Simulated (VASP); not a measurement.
# Be (Im-3m) in VASP: notebook

The runs below take Be through electric field gradients, with PBE.

Everything below comes from runs of VASP 6.6.1. Logs are shortened: lines on timing, memory, paths and dates and some standing lists are left out, and cuts for length are marked.

## (1) The cell of the first run

Symmetry: Im-3m, No. 229, cubic system. Conventional cell: a = 2.498 Å, b = 2.498 Å, c = 2.498 Å, α = 90.00°, β = 90.00°, γ = 90.00°. Be (site symmetry m-3m) has 14 Be at 2.16 to 2.50 Å within 2.9 Å.

## (2) Electric field gradients, PBE (volume scaled by 0.99)

Contents of INCAR:

```
ALGO = Normal ; EDIFF = 1E-8
ENCUT = 520 ; GGA = PE
ISIF = 2 ; ISMEAR = -1
LASPH = True ; LCHARG = False
LEFG = True ; LREAL = False
LWAVE = False ; NBANDS = 7
NELM = 80 ; PREC = Accurate
SIGMA = 0.03
```

Contents of KPOINTS:

```
k-points
0
Gamma
  23 23 23
```

Contents of POSCAR:

```
Be
1.0
   -1.2489298800      1.2489298800      1.2489298800
    1.2489298800     -1.2489298800      1.2489298800
    1.2489298800      1.2489298800     -1.2489298800
Be
1
Direct
    0.0000000000      0.0000000000      0.0000000000
```

Potentials or basis: VASP PAW PBE potentials, release 64 (Be).

The run is started by

```sh
$ cat potpaw_PBE.64/Be/POTCAR > POTCAR
$ mpirun -np 1 vasp_std > vasp.out
```

OUTCAR:

```text
EDIFF = 1E-8
   ENCUT = 520
   GGA = PE
   ISIF = 2
   ISMEAR = -1
   LASPH = True
   LREAL = False
   NELM = 80
   PREC = Accurate

 ion  position               nearest neighbor table
   1  0.000  0.000  0.000-

  LATTYP: Found a body centered cubic cell.
 ALAT       =     2.4978597600

  Lattice vectors:

 A1 = (  -1.2489298800,   1.2489298800,   1.2489298800)
 A2 = (   1.2489298800,  -1.2489298800,   1.2489298800)
 A3 = (   1.2489298800,   1.2489298800,  -1.2489298800)

Analysis of symmetry for initial positions (statically):
=====================================================================
 Subroutine PRICEL returns:
 Original cell was already a primitive cell.

 Routine SETGRP: Setting up the symmetry group for a
 body centered cubic supercell.

 Subroutine GETGRP returns: Found 48 space group operations
 (whereof 48 operations were pure point group operations)
 out of a pool of 48 trial point group operations.

The static configuration has the point symmetry O_h .

Analysis of symmetry for dynamics (positions and initial velocities):
=====================================================================
 Subroutine PRICEL returns:
 Original cell was already a primitive cell.

 Routine SETGRP: Setting up the symmetry group for a
 body centered cubic supercell.

 Subroutine GETGRP returns: Found 48 space group operations
 (whereof 48 operations were pure point group operations)
 out of a pool of 48 trial point group operations.

The dynamic configuration has the point symmetry O_h .

 Subroutine INISYM returns: Found 48 space group operations
 (whereof 48 operations are pure point group operations),
 and found     1 'primitive' translations

----------------------------------------------------------------------------------------

                                     Primitive cell

  volume of cell :       7.7925

  direct lattice vectors                    reciprocal lattice vectors
    -1.248929880  1.248929880  1.248929880     0.000000000  0.400342732  0.400342732
     1.248929880 -1.248929880  1.248929880     0.400342732  0.000000000  0.400342732
     1.248929880  1.248929880 -1.248929880     0.400342732  0.400342732  0.000000000

  length of vectors
     2.163210007  2.163210007  2.163210007     0.566170121  0.566170121  0.566170121

  position of ions in fractional coordinates (direct lattice)
     0.000000000  0.000000000  0.000000000

  ion indices of the primitive-cell ions
   primitive index   ion index
                 1           1

----------------------------------------------------------------------------------------

 KPOINTS: k-points

Automatic generation of k-mesh.
 Grid dimensions read from file:
 generate k-points for:   23   23   23

 Generating k-lattice:

  Cartesian coordinates                     Fractional coordinates (reciprocal lattice)
     0.000000000  0.017406206  0.017406206     0.043478261  0.000000000  0.000000000
     0.017406206  0.000000000  0.017406206     0.000000000  0.043478261  0.000000000
     0.017406206  0.017406206  0.000000000     0.000000000  0.000000000  0.043478261

  Length of vectors
     0.024616092  0.024616092  0.024616092

  Shift w.r.t. Gamma in fractional coordinates (k-lattice)
     0.000000000  0.000000000  0.000000000

 Subroutine IBZKPT returns following result:
 ===========================================

 Found    364 irreducible k-points:

 Following reciprocal coordinates:
            Coordinates               Weight
  0.000000  0.000000  0.000000      1.000000
  0.043478  0.000000  0.000000     12.000000
  0.086957  0.000000  0.000000     12.000000
  0.130435  0.000000  0.000000     12.000000
  0.173913  0.000000  0.000000     12.000000
  0.217391  0.000000  0.000000     12.000000
[... 16 lines left out ...]
  0.478261  0.043478 -0.000000     24.000000
  0.086957  0.086957  0.000000     24.000000
 [... further k-points ...]
   k-points           NKPTS =    364   k-points in BZ     NKDIM =    364   number of bands    NBANDS=      7
   number of dos      NEDOS =    301   number of ions     NIONS =      1
   total plane-waves  NPLWV =   4096
   dimension x,y,z NGX =    16 NGY =   16 NGZ =   16
   dimension x,y,z NGXF=    32 NGYF=   32 NGZF=   32
   ions per type =               1
   NGX,Y,Z   is equivalent  to a cutoff of  12.30, 12.30, 12.30 a.u.
   NGXF,Y,Z  is equivalent  to a cutoff of  24.59, 24.59, 24.59 a.u.
 SYSTEM =  unknown system
   PREC   = accura    normal or accurate (medium, high low for compatibility)
   ISTART =      0    job   : 0-new  1-cont  2-samecut
   ICHARG =      2    charge: 1-file 2-atom 10-const
   ISPIN  =      1    spin polarized calculation?
   LNONCOLLINEAR =      F non collinear calculations
   LSORBIT =      F    spin-orbit coupling
   LASPH  =      T    aspherical Exc in radial PAW
   ENCUT  =  520.0 eV  38.22 Ry    6.18 a.u.   4.02  4.02  4.02*2*pi/ulx,y,z
   NELM   =     80;   NELMIN=  2; NELMDL= -5     # of ELM steps
   EDIFF  = 0.1E-07   stopping-criterion for ELM
   LREAL  =      F    real-space projection
   EDIFFG = 0.1E-06   stopping-criterion for IOM
   NSW    =      0    number of steps for IOM
   IBRION =     -1    ionic relax: 0-MD 1-quasi-New 2-CG
   NFREE  =      0    steps in history (QN), initial steepest desc. (CG)
   ISIF   =      2    stress and relaxation
   ISYM   =      2    0-nonsym 1-usesym 2-fastsym
   POTIM  = 0.5000    time-step for ionic-motion
   TEBEG  =    0.0;   TEEND  =   0.0 temperature during run
   PSTRESS=    0.0 pullay stress
   NELECT =       2.0000    total number of electrons
   NUPDOWN=      -1.0000    fix difference up-down
   EMIN   =  10.00;   EMAX   =-10.00  energy-range for DOS
   EFERMI =   0.00;   METHOD = LEGACY
   ISMEAR =    -1;   SIGMA  =   0.03  broadening in eV -4-tet -1-fermi 0-gaus
   EFERMI_NEDOS =   21; number of points for ismear=-14 and -15
   IALGO  =     38    algorithm
   IMIX   =      4    mixing-type and parameters
     AMIX     =   0.40;   BMIX     =  1.00
     AMIX_MAG =   1.60;   BMIX_MAG =  1.00
  volume/ion in A,a.u.               =       7.79        52.59
  Fermi-wavevector in a.u.,A,eV,Ry     =   1.040383  1.966040 14.726916  1.082398
  Thomas-Fermi vector in A             =   2.174957
   LORBIT       =      0    0 simple, 1 ext, 2 COOP (PROOUT), +10 PAW based schemes
   GGA     = PE    functional components
   LHFCALC =     F    Hartree Fock is set to
   AEXX    =    0.0000 exact exchange contribution
   IVDW    =     0    specifies the selected vdW correction
   LEPSILON=     F    determine dielectric tensor
   LRPA    =     F    only Hartree local field effects (RPA)
 non-spin polarized calculation
  energy-cutoff  :      520.00
  volume of cell :        7.79
 maximum number of plane-waves:       236
   NGX =  7   NGY =  7   NGZ =  7

 number of electron       2.0000000 magnetization

 Free energy of the ion-electron system (eV)
  ---------------------------------------------------
  ext. energy  EPLUGINS =         0.00000000
  ---------------------------------------------------
  free energy    TOTEN  =        -3.66565004 eV

  energy without entropy =       -3.66509317  energy(sigma->0) =       -3.66537161

 E-fermi :   8.0540     XC(G=0): -10.6599

 val. band max:        8.0064214436   @ k =   0.3043   0.2609   0.0870
 cond. band min:       8.0956402400   @ k =  -0.4348   0.4348   0.3913
 fundamental gap:      0.0892187965
 Fermi energy:         8.0540094886

 k-point     1 :       0.0000    0.0000    0.0000
  band No.  band energies     occupation
      1      -4.2875      2.00000
      2      27.5103      0.00000
      3      27.5103      0.00000
      4      27.5103      0.00000
      5      38.9065      0.00000
      6      38.9065      0.00000
      7      38.9065      0.00000

 k-point     2 :       0.0435    0.0000    0.0000
  band No.  band energies     occupation
      1      -4.2209      2.00000
      2      27.1816      0.00000
      3      27.2334      0.00000
      4      27.4314      0.00000
      5      37.9686      0.00000
      6      38.0153      0.00000
      7      39.3589      0.00000

 k-point     3 :       0.0870    0.0000    0.0000
  band No.  band energies     occupation
      1      -4.0210      2.00000
      2      26.1699      0.00000
      3      26.5154      0.00000
      4      27.1987      0.00000
      5      36.1045      0.00000
      6      36.4749      0.00000
      7      39.7130      0.00000

 k-point     4 :       0.1304    0.0000    0.0000
  band No.  band energies     occupation
      1      -3.6877      2.00000
      2      24.5008      0.00000
      3      25.5694      0.00000
      4      26.8279      0.00000
      5      34.7391      0.00000
      6      34.9448      0.00000
      7      39.2084      0.00000

 k-point     5 :       0.1739    0.0000    0.0000
  band No.  band energies     occupation
      1      -3.2211      2.00000
      2      22.3660      0.00000
      3      24.5615      0.00000
      4      26.3509      0.00000
      5      33.5434      0.00000
      6      33.9651      0.00000
      7      39.0734      0.00000

 k-point     6 :       0.2174    0.0000    0.0000
  band No.  band energies     occupation
      1      -2.6223      2.00000
      2      20.0154      0.00000
      3      23.5895      0.00000
      4      25.8138      0.00000
      5      32.3015      0.00000
      6      33.6124      0.00000
      7      39.2795      0.00000

 k-point     7 :       0.2609    0.0000    0.0000
  band No.  band energies     occupation
      1      -1.8938      2.00000
      2      17.6305      0.00000
      3      22.7077      0.00000
      4      25.2660      0.00000
      5      31.2298      0.00000
      6      33.5330      0.00000
      7      39.7836      0.00000
[... 121 lines left out ...]
 k-point    20 :       0.3478    0.0435    0.0000
  band No.  band energies     occupation
      1       0.4788      2.00000
      2      12.1673      0.00000
      3      20.8481      0.00000
      4      23.5810      0.00000
      5      30.0629      0.00000
      6      34.0047      0.00000
      7      42.0178      0.00000

 k-point    21 :       0.3913    0.0435    0.0000
  band No.  band energies     occupation
      1       1.5129      2.00000
      2      10.3582      0.00000
      3      20.4571      0.00000
      4      23.2584      0.00000
      5      29.6478      0.00000
      6      34.2583      0.00000
      7      43.0925      0.00000

 k-point    22 :       0.4348    0.0435    0.0000
  band No.  band energies     occupation
      1       2.4180      2.00000
      2       8.9837      0.00000
      3      20.2209      0.00000
      4      23.0604      0.00000
      5      29.3973      0.00000
      6      34.4482      0.00000
      7      44.0553      0.00000

 k-point    23 :       0.4783    0.0435   -0.0000
  band No.  band energies     occupation
      1       2.8212      2.00000
      2       8.4234      0.00001
      3      20.1419      0.00000
      4      22.9937      0.00000
      5      29.3137      0.00000
      6      34.5188      0.00000
      7      44.4977      0.00000

 k-point    24 :       0.0870    0.0870    0.0000
  band No.  band energies     occupation
      1      -3.4875      2.00000
      2      24.3094      0.00000
      3      24.4853      0.00000
      4      26.1778      0.00000
      5      34.2955      0.00000
      6      34.8554      0.00000
      7      39.0690      0.00000

 [... further k-points ...]
[... 5 lines left out ...]
  --------------------------------------------------------------------------------------
  -------------------------------------------------------------------------------------
  Total        0.0256535      0.0256535      0.0256535      0.0000000     -0.0000000     -0.0000000
  in kB        5.2745179      5.2745179      5.2745179      0.0000000     -0.0000000     -0.0000000
  external PRESSURE =       5.2745179 kB  Pullay stress =       0.0000000 kB

 VOLUME and BASIS-vectors are now :
 -----------------------------------------------------------------------------
  energy-cutoff  :      520.00
  volume of cell :        7.79
      direct lattice vectors                 reciprocal lattice vectors
    -1.248929880  1.248929880  1.248929880     0.000000000  0.400342732  0.400342732
     1.248929880 -1.248929880  1.248929880     0.400342732  0.000000000  0.400342732
     1.248929880  1.248929880 -1.248929880     0.400342732  0.400342732  0.000000000

 POSITION                                       TOTAL-FORCE (eV/Angst)
 -----------------------------------------------------------------------------------
      0.00000      0.00000      0.00000        -0.000000      0.000000      0.000000
 -----------------------------------------------------------------------------------
    total drift:                                0.000000     -0.000000     -0.000000

  FREE ENERGIE OF THE ION-ELECTRON SYSTEM (eV)
  ---------------------------------------------------
  free  energy   TOTEN  =        -3.6656500444 eV

  energy  without entropy=       -3.6650931729  energy(sigma->0) =       -3.66537161

 Electric field gradients (V/A^2)
---------------------------------------------------------------------
 ion       V_xx      V_yy      V_zz      V_xy      V_xz      V_yz
---------------------------------------------------------------------
   1      -0.000     0.000     0.000     0.000     0.000     0.000
---------------------------------------------------------------------

 Electric field gradients after diagonalization (V/A^2)
 (convention: |V_zz| > |V_xx| > |V_yy|)
----------------------------------------------------------------------
 ion       V_xx      V_yy      V_zz     asymmetry (V_yy - V_xx)/ V_zz
----------------------------------------------------------------------
   1      -0.000    -0.000     0.000       0.000
----------------------------------------------------------------------

           NMR quadrupolar parameters

 Cq : quadrupolar parameter    Cq=e*Q*V_zz/h
 eta: asymmetry parameters     (V_yy - V_xx)/ V_zz
 Q  : nuclear electric quadrupole moment in mb (millibarn)
----------------------------------------------------------------------
 ion       Cq(MHz)       eta       Q (mb)
----------------------------------------------------------------------
   1       0.000       0.000       1.000
----------------------------------------------------------------------
```

Wall time 16 s (1 thread of AMD EPYC 7R43 (Zen 3), shared host); peak memory 0.08 GiB.

Results:

```yaml
Free_energy: -3.6657 eV
Pressure: 0.5 GPa
Band_gap_on_the_k_mesh: zero (band 1 reaches 11.58 eV, above the bottom of band 2 at 6.69 eV)
```

Caveat: without QUAD_EFG the Cq values of the log hold for a quadrupole moment of 1 mb, not for the nuclei.

[end of part 1 of 2]
